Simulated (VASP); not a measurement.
# Nb (Fm-3m) in VASP: notebook

Runs on Nb. Level: PBE. Tasks: electric field gradients.

Program: VASP 6.6.1. These are calculated values, not measurements. Logs are shortened: lines on timing, memory, paths and dates and some standing lists are left out, and cuts for length are marked.

## Step 1: The cell of the first run

It takes space group Fm-3m (No. 225, cubic). The conventional cell has a = 4.286 Å, b = 4.286 Å, c = 4.286 Å, α = 90.00°, β = 90.00°, γ = 90.00°. Nb (site symmetry m-3m) has 12 Nb at 3.03 Å within 4.0 Å.

## Step 2: Electric field gradients, PBE (volume scaled by 1.04)

Contents of INCAR:

```
PREC = Accurate
ENCUT = 520
EDIFF = 1E-8
ISMEAR = -1
SIGMA = 0.08
LREAL = False
LASPH = True
NELM = 60
ALGO = Normal
ISIF = 2
LWAVE = False
LCHARG = False
GGA = PE
LEFG = True
NBANDS = 12
```

Contents of KPOINTS:

```
regular mesh
0
Gamma
  13 13 13
```

Contents of POSCAR:

```
Nb
1.0
    0.0000000000      2.1428321391      2.1428321391
    2.1428321391      0.0000000000      2.1428321391
    2.1428321391      2.1428321391      0.0000000000
Nb
1
Direct
    0.0000000000      0.0000000000      0.0000000000
```

Potentials or basis: VASP PAW PBE potentials, release 64 (Nb_sv).

The run is started by

```sh
$ cat potpaw_PBE.64/Nb_sv/POTCAR > POTCAR
$ mpirun -np 1 vasp_std > vasp.out
```

OUTCAR:

```text
PREC = Accurate
   ENCUT = 520
   EDIFF = 1E-8
   ISMEAR = -1
   LREAL = False
   LASPH = True
   NELM = 60
   ISIF = 2
   GGA = PE

 ion  position               nearest neighbor table
   1  0.000  0.000  0.000-

  LATTYP: Found a face centered cubic cell.
 ALAT       =     4.2856642782

  Lattice vectors:

 A1 = (   0.0000000000,   2.1428321391,   2.1428321391)
 A2 = (   2.1428321391,   0.0000000000,   2.1428321391)
 A3 = (   2.1428321391,   2.1428321391,   0.0000000000)

Analysis of symmetry for initial positions (statically):
=====================================================================
 Subroutine PRICEL returns:
 Original cell was already a primitive cell.

 Routine SETGRP: Setting up the symmetry group for a
 face centered cubic supercell.

 Subroutine GETGRP returns: Found 48 space group operations
 (whereof 48 operations were pure point group operations)
 out of a pool of 48 trial point group operations.

The static configuration has the point symmetry O_h .

Analysis of symmetry for dynamics (positions and initial velocities):
=====================================================================
 Subroutine PRICEL returns:
 Original cell was already a primitive cell.

 Routine SETGRP: Setting up the symmetry group for a
 face centered cubic supercell.

 Subroutine GETGRP returns: Found 48 space group operations
 (whereof 48 operations were pure point group operations)
 out of a pool of 48 trial point group operations.

The dynamic configuration has the point symmetry O_h .

 Subroutine INISYM returns: Found 48 space group operations
 (whereof 48 operations are pure point group operations),
 and found     1 'primitive' translations

----------------------------------------------------------------------------------------

                                     Primitive cell

  volume of cell :      19.6786

  direct lattice vectors                    reciprocal lattice vectors
     0.000000000  2.142832139  2.142832139    -0.233336056  0.233336056  0.233336056
     2.142832139  0.000000000  2.142832139     0.233336056 -0.233336056  0.233336056
     2.142832139  2.142832139  0.000000000     0.233336056  0.233336056 -0.233336056
[... 117 lines left out ...]
   NGX = 11   NGY = 11   NGZ = 11

 number of electron      12.9999999 magnetization

 Free energy of the ion-electron system (eV)
  ---------------------------------------------------
  ext. energy  EPLUGINS =         0.00000000
  ---------------------------------------------------
  free energy    TOTEN  =        -9.88813763 eV

  energy without entropy =       -9.85478725  energy(sigma->0) =       -9.87146244

 E-fermi :  10.3064     XC(G=0): -12.0533

 val. band max:       10.3031927986   @ k =   0.3846   0.2308   0.0000
 cond. band min:      10.3068801528   @ k =   0.4615   0.3077   0.0769
 fundamental gap:      0.0036873542
 Fermi energy:        10.3063681455

 k-point     1 :       0.0000    0.0000    0.0000
  band No.  band energies     occupation
      1     -44.5379      2.00000
      2     -20.0054      2.00000
      3     -20.0054      2.00000
      4     -20.0054      2.00000
      5       4.2161      2.00000
      6      10.4488      0.28851
      7      10.4488      0.28850
      8      10.4488      0.28850
      9      12.8744      0.00000
     10      12.8744      0.00000
     11      22.0817      0.00000
     12      26.6532      0.00000
[... 331 lines left out ...]
 k-point    24 :       0.4615    0.1538    0.0000
  band No.  band energies     occupation
      1     -44.3756      2.00000
      2     -20.8952      2.00000
      3     -20.2526      2.00000
      4     -20.1920      2.00000
      5       7.2499      2.00000
      6       9.3787      1.99998
      7      10.2682      1.23390
      8      11.0545      0.00017
      9      14.7695      0.00000
     10      15.1718      0.00000
     11      20.5228      0.00000
     12      23.5826      0.00000

 [... further k-points ...]
[... 5 lines left out ...]
  --------------------------------------------------------------------------------------
  -------------------------------------------------------------------------------------
  Total       -0.8891355     -0.8891355     -0.8891355      0.0000000      0.0000000     -0.0000000
  in kB      -72.3909171    -72.3909171    -72.3909171      0.0000000      0.0000000     -0.0000000
  external PRESSURE =     -72.3909171 kB  Pullay stress =       0.0000000 kB

 VOLUME and BASIS-vectors are now :
 -----------------------------------------------------------------------------
  energy-cutoff  :      520.00
  volume of cell :       19.68
      direct lattice vectors                 reciprocal lattice vectors
     0.000000000  2.142832139  2.142832139    -0.233336056  0.233336056  0.233336056
     2.142832139  0.000000000  2.142832139     0.233336056 -0.233336056  0.233336056
     2.142832139  2.142832139  0.000000000     0.233336056  0.233336056 -0.233336056

 POSITION                                       TOTAL-FORCE (eV/Angst)
 -----------------------------------------------------------------------------------
      0.00000      0.00000      0.00000         0.000000      0.000000      0.000000
 -----------------------------------------------------------------------------------
    total drift:                                0.000000      0.000000     -0.000000

  FREE ENERGIE OF THE ION-ELECTRON SYSTEM (eV)
  ---------------------------------------------------
  free  energy   TOTEN  =        -9.8881376309 eV

  energy  without entropy=       -9.8547872492  energy(sigma->0) =       -9.87146244

 Electric field gradients (V/A^2)
---------------------------------------------------------------------
 ion       V_xx      V_yy      V_zz      V_xy      V_xz      V_yz
---------------------------------------------------------------------
   1       0.000     0.000    -0.000     0.000     0.000     0.000
---------------------------------------------------------------------

 Electric field gradients after diagonalization (V/A^2)
 (convention: |V_zz| > |V_xx| > |V_yy|)
----------------------------------------------------------------------
 ion       V_xx      V_yy      V_zz     asymmetry (V_yy - V_xx)/ V_zz
----------------------------------------------------------------------
   1      -0.000    -0.000     0.000       0.000
----------------------------------------------------------------------

           NMR quadrupolar parameters

 Cq : quadrupolar parameter    Cq=e*Q*V_zz/h
 eta: asymmetry parameters     (V_yy - V_xx)/ V_zz
 Q  : nuclear electric quadrupole moment in mb (millibarn)
----------------------------------------------------------------------
 ion       Cq(MHz)       eta       Q (mb)
----------------------------------------------------------------------
   1       0.000       0.000       1.000
----------------------------------------------------------------------
```

OSZICAR:

```text
N       E                     dE             d eps       ncg     rms          rms(c)
DAV:   1     0.116339380352E+03    0.11634E+03   -0.72657E+03  2016   0.107E+03
DAV:   2    -0.546487758157E+01   -0.12180E+03   -0.11772E+03  2188   0.385E+02
DAV:   3    -0.100895647781E+02   -0.46247E+01   -0.44369E+01  2964   0.653E+01
DAV:   4    -0.103871779559E+02   -0.29761E+00   -0.29342E+00  2796   0.151E+01
DAV:   5    -0.104022866744E+02   -0.15109E-01   -0.15104E-01  3004   0.280E+00    0.626E+00
DAV:   6    -0.993973068278E+01    0.46256E+00   -0.73190E-01  3172   0.104E+01    0.219E+00
DAV:   7    -0.988412496667E+01    0.55606E-01   -0.20914E-01  3300   0.553E+00    0.102E+00
DAV:   8    -0.988808472530E+01   -0.39598E-02   -0.12753E-02  2412   0.148E+00    0.458E-02
DAV:   9    -0.988812432670E+01   -0.39601E-04   -0.86092E-04  3416   0.321E-01    0.351E-02
DAV:  10    -0.988814138879E+01   -0.17062E-04   -0.15747E-05  2432   0.534E-02    0.122E-02
DAV:  11    -0.988813781593E+01    0.35729E-05   -0.67342E-06  2648   0.424E-02    0.193E-03
DAV:  12    -0.988813774885E+01    0.67072E-07   -0.45192E-07  3088   0.633E-03    0.597E-04
DAV:  13    -0.988813762652E+01    0.12233E-06   -0.43035E-09  1900   0.743E-04    0.872E-05
DAV:  14    -0.988813763095E+01   -0.44206E-08   -0.23179E-09  1516   0.640E-04
   1 F= -.98881376E+01 E0= -.98714624E+01  d E =-.333504E-01
```

stdout:

```text
POSCAR found type information on POSCAR Nb
 POSCAR found :  1 types and       1 ions
 scaLAPACK will be used
 LDA part: xc-table for (Slater+PW92), standard interpolation
 POSCAR, INCAR and KPOINTS ok, starting setup
 FFT: planning ... GRIDC
 FFT: planning ... GRID_SOFT
 FFT: planning ... GRID
 WAVECAR not read
 entering main loop
ion   1
```

It took 9.4 s on 1 thread of Intel Xeon 6975P-C, shared host; peak memory 0.15 GiB.

Results:

| Item | Value |
| --- | --- |
| Free energy | -9.8881 eV |
| Pressure | -7.2 GPa |

Caveat: without QUAD_EFG the Cq values of the log hold for a quadrupole moment of 1 mb, not for the nuclei.

## Step 3: Electric field gradients, PBE (volume scaled by 0.94)

Contents of INCAR:

```
SYSTEM = Nb
  PREC = Accurate
  ENCUT = 520
  EDIFF = 1E-8
  ISMEAR = -1
  SIGMA = 0.08
  LREAL = .False.
  LASPH = .True.
  NELM = 100
  ALGO = Normal
  ISIF = 2
  LWAVE = .False.
  LCHARG = .False.
  GGA = PE
  LEFG = .True.
  NBANDS = 12
```

Contents of KPOINTS:

```
Automatic mesh
0
Gamma
  13 13 13
  0 0 0
```

Contents of POSCAR:

```
Nb
1.0
    0.0000000000      2.0718246199      2.0718246199
    2.0718246199      0.0000000000      2.0718246199
    2.0718246199      2.0718246199      0.0000000000
Nb
1
Direct
    0.0000000000      0.0000000000      0.0000000000
```

Potentials or basis: VASP PAW PBE potentials, release 64 (Nb_sv).

The run is started by

```sh
$ cat potpaw_PBE.64/Nb_sv/POTCAR > POTCAR
$ mpirun -np 1 vasp_std > vasp.out
```

OUTCAR:

```text
SYSTEM = Nb
   PREC = Accurate
   ENCUT = 520
   EDIFF = 1E-8
   ISMEAR = -1
   LREAL = .False.
   LASPH = .True.
   NELM = 100
   ISIF = 2
   GGA = PE

 ion  position               nearest neighbor table
   1  0.000  0.000  0.000-

  LATTYP: Found a face centered cubic cell.
 ALAT       =     4.1436492398

  Lattice vectors:

 A1 = (   0.0000000000,   2.0718246199,   2.0718246199)
 A2 = (   2.0718246199,   0.0000000000,   2.0718246199)
 A3 = (   2.0718246199,   2.0718246199,   0.0000000000)

Analysis of symmetry for initial positions (statically):
=====================================================================
 Subroutine PRICEL returns:
 Original cell was already a primitive cell.

 Routine SETGRP: Setting up the symmetry group for a
 face centered cubic supercell.

 Subroutine GETGRP returns: Found 48 space group operations
 (whereof 48 operations were pure point group operations)
 out of a pool of 48 trial point group operations.

The static configuration has the point symmetry O_h .

Analysis of symmetry for dynamics (positions and initial velocities):
=====================================================================
 Subroutine PRICEL returns:
 Original cell was already a primitive cell.

 Routine SETGRP: Setting up the symmetry group for a
 face centered cubic supercell.

 Subroutine GETGRP returns: Found 48 space group operations
 (whereof 48 operations were pure point group operations)
 out of a pool of 48 trial point group operations.

The dynamic configuration has the point symmetry O_h .

 Subroutine INISYM returns: Found 48 space group operations
 (whereof 48 operations are pure point group operations),
[... 152 lines left out ...]
      2     -18.2907      2.00000
      3     -18.2907      2.00000
      4     -18.2907      2.00000
      5       5.3779      2.00000
      6      11.7933      0.56072
      7      11.7933      0.56071
      8      11.7933      0.56071
      9      14.5876      0.00000
     10      14.5876      0.00000
     11      23.6044      0.00000
     12      28.6215      0.00000
[... 331 lines left out ...]
 k-point    24 :       0.4615    0.1538    0.0000
  band No.  band energies     occupation
      1     -42.7653      2.00000
      2     -19.5228      2.00000
      3     -18.6314      2.00000
      4     -18.5453      2.00000
      5       8.3670      2.00000
      6      10.6218      2.00000
      7      11.7463      0.82454
      8      12.4747      0.00016
      9      16.7895      0.00000
     10      17.2315      0.00000
     11      23.0910      0.00000
     12      25.5512      0.00000

 [... further k-points ...]
[... 5 lines left out ...]
  --------------------------------------------------------------------------------------
  -------------------------------------------------------------------------------------
  Total        1.0743825      1.0743825      1.0743825      0.0000000     -0.0000000     -0.0000000
  in kB       96.7788665     96.7788665     96.7788665      0.0000000     -0.0000000     -0.0000000
  external PRESSURE =      96.7788665 kB  Pullay stress =       0.0000000 kB

 VOLUME and BASIS-vectors are now :
 -----------------------------------------------------------------------------
  energy-cutoff  :      520.00
  volume of cell :       17.79
      direct lattice vectors                 reciprocal lattice vectors
     0.000000000  2.071824620  2.071824620    -0.241333168  0.241333168  0.241333168
     2.071824620  0.000000000  2.071824620     0.241333168 -0.241333168  0.241333168
     2.071824620  2.071824620  0.000000000     0.241333168  0.241333168 -0.241333168

 POSITION                                       TOTAL-FORCE (eV/Angst)
 -----------------------------------------------------------------------------------
      0.00000      0.00000      0.00000        -0.000000      0.000000      0.000000
 -----------------------------------------------------------------------------------
    total drift:                                0.000000      0.000000     -0.000000

  FREE ENERGIE OF THE ION-ELECTRON SYSTEM (eV)
  ---------------------------------------------------
  free  energy   TOTEN  =        -9.8803853469 eV

  energy  without entropy=       -9.8475967188  energy(sigma->0) =       -9.86399103

 Electric field gradients (V/A^2)
---------------------------------------------------------------------
 ion       V_xx      V_yy      V_zz      V_xy      V_xz      V_yz
---------------------------------------------------------------------
   1       0.000     0.000     0.000    -0.000    -0.000    -0.000
---------------------------------------------------------------------

 Electric field gradients after diagonalization (V/A^2)
 (convention: |V_zz| > |V_xx| > |V_yy|)
----------------------------------------------------------------------
 ion       V_xx      V_yy      V_zz     asymmetry (V_yy - V_xx)/ V_zz
----------------------------------------------------------------------
   1       0.000     0.000    -0.000       0.000
----------------------------------------------------------------------

           NMR quadrupolar parameters

 Cq : quadrupolar parameter    Cq=e*Q*V_zz/h
 eta: asymmetry parameters     (V_yy - V_xx)/ V_zz
 Q  : nuclear electric quadrupole moment in mb (millibarn)
----------------------------------------------------------------------
 ion       Cq(MHz)       eta       Q (mb)
----------------------------------------------------------------------
   1      -0.000       0.000       1.000
----------------------------------------------------------------------
```

Run time: 14 s. Hardware: 1 thread of Intel Xeon Platinum 8259CL at 2.50GHz (Skylake/Cascade Lake), shared host; peak memory 0.15 GiB.

What came out:

| Property | Result |
| --- | --- |
| Free energy | -9.8804 eV |
| Pressure | 9.7 GPa |

Levels at points of the mesh, in eV from the Fermi level:
```
           k point  band 2  band 3  band 4  band 5  band 6  band 7  band 8  band 9  band 10  band 11
(0.00, 0.00, 0.00)  -30.01  -30.01  -30.01   -6.34    0.08    0.08    0.08    2.87     2.87    11.89
```

Caveat: without QUAD_EFG the Cq values of the log hold for a quadrupole moment of 1 mb, not for the nuclei.
